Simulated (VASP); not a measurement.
CsC2:

```xyz
3
Lattice="4.5359 0.0000 0.0000 -2.2680 3.9282 0.0000 0.0000 0.0000 4.4656" Properties=species:S:1:pos:R:3 pbc="T T T"
Cs    0.0000    0.0000    0.0000
C     2.2680    1.3094    2.3030
C     0.0000    2.6188    2.1625
```

| Property | Result |
| --- | --- |
| Program | VASP 6.6.1 |
| Task | relaxation of cell and atoms |
| Functional | PBE |
| Potentials or basis | VASP PAW PBE potentials, release 64 (Cs_sv, C) |
| Cutoff | 600 eV |
| k mesh | 6 × 6 × 4 |
| Occupations | gaussian, width 0.1 eV |
| Spin | collinear spin, ferromagnetic start |
| Starting moments | [0.0, 1.0, 1.0] μB |

At the start: pressure -5.9 GPa; volume 26.52 Å³/atom.

Task: Where does the relaxation end?

Result: Over 21 steps the energy falls by 1621.8 meV/atom and the volume is 13.89 Å³/atom (-47.6 %); space group P6/mmm (No. 191, to 0.05 Å); moment 0.00 μB per cell.

Step by step:
```
step  energy change (eV)  largest force (eV/Å)  pressure (GPa)  volume (Å³)
   1              0.0000                0.3001           -5.86        79.57
   2             -0.6152                0.0779           -5.60        68.80
   3             -2.8569                0.0504            5.62        41.19
   4            459.4317               58.9154        16542.16         7.12
   5             -2.9219                0.0449            6.35        40.55
   6             12.3824                0.8614          468.48        20.41
   7             -3.0373                0.0430            9.31        39.34
   8             -3.1827                0.0268           38.64        33.13
   9             -3.2400                0.0168           19.91        35.97
  10             -3.2598                0.0073           24.49        35.11
  11             -3.3774                0.0161           29.23        34.33
  12             -3.4370                0.0757           42.89        32.71
  13             -3.4501                0.0603           38.69        33.14
  14             -3.6224                0.0544           35.43        33.56
  15             -4.0551                0.0401           26.89        34.82
  16             -4.6050                0.0386           13.78        37.37
  17             -4.8492                0.0375           -1.30        42.62
  18             -4.8627                0.0369            0.42        41.75
  19             -4.8636                0.0369            1.08        41.44
  20             -4.8646                0.0355            0.70        41.52
  21             -4.8653                0.0329            0.02        41.67
```

Final structure:
```xyz
3
Lattice="2.9583 0.0000 0.0000 -1.4792 2.5620 0.0000 0.0000 0.0000 5.4981" Properties=species:S:1:pos:R:3 pbc="T T T"
Cs    0.0000    0.0000    0.0000
C     1.4792    0.8540    2.7365
C     0.0000    1.7080    2.7616
```

Caveat: the volume moved by over 15 % at a fixed basis, so the end points are rough.
